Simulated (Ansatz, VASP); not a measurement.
## Two plane-wave programs on BN

```
B N
1.0
     1.30117    0.75123    3.64277
    -1.30117    0.75123    3.64277
     0.00000   -1.50246    3.64277
B N
1 1
Cartesian
  0.0000 0.0000 10.9247
  0.0000 0.0000 3.6365
```

Change from the starting cell: strain +0.040 along x and y, +0.080 along z, atoms carried along.

Alike in both runs: task single point; functional PBE; dispersion D3(BJ); k mesh 12 × 12 × 12; occupations gaussian, width 0.05 eV; no spin polarisation.

|  | VASP | Ansatz |
| --- | --- | --- |
| version | VASP 6.6.1 | Ansatz 0.2.0 |
| potentials or method | VASP PAW PBE potentials, release 64 (B, N), cutoff 520 eV | scalar-relativistic, plane waves, PAW |
| valence electrons in the cell | 8 | 8 |

```tsv
	VASP	Ansatz	Ansatz less VASP
gap on the k mesh at the Fermi level (eV)	4.18	4.18	+0.006
least direct gap on the mesh (eV)	4.39	4.39	+0.002
pressure (GPa)	-21.1	-21.2	-0.03
traceless stress, the component that is largest in VASP (GPa)	19.71	19.86	+0.153
rms of the force components (eV/Å)	0.012	0.012	0.0000
```

Atom by atom the forces differ by 0.000 eV/Å (rms over components).
